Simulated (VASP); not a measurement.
Here is a VASP 6.6.1 calculation.

Contents of INCAR:

```
SYSTEM = AlAs
PREC = Accurate
ENCUT = 500
EDIFF = 1E-6
ISMEAR = 0
SIGMA = 0.01
LREAL = .False.
LASPH = .True.
NELM = 120
ALGO = Normal
ISIF = 2
LWAVE = .False.
LCHARG = .False.
GGA = CA
NBANDS = 11
GGA_COMPAT = .False.
```

The input KPOINTS:

```
Automatic mesh
0
Gamma
  8 8 8
  0 0 0
```

File POSCAR:

```
AlAs
1.0
    2.6809005078      2.6809005078      0.0000000000
   -2.6809005078      2.6809005078      0.0000000000
    0.0000000000      2.6809005078      2.6809005078
Al As
1 1
Direct
    0.0000000000      0.0000000000      0.0000000000
    0.7500000000      0.2500000000      0.5000000000
```

Potentials or basis: VASP PAW LDA potentials, release 64 (Al, As).

Launch:

```console
$ cat potpaw_LDA.64/Al/POTCAR potpaw_LDA.64/As/POTCAR > POTCAR
$ mpirun -np 1 vasp_std > vasp.out
```

(1) What does it give for the band gap on the k mesh?

(2) Estimate the pressure.

## Answers

(1) 1.02 eV, indirect (least direct gap 3.23 eV).

(2) 15.6 GPa.
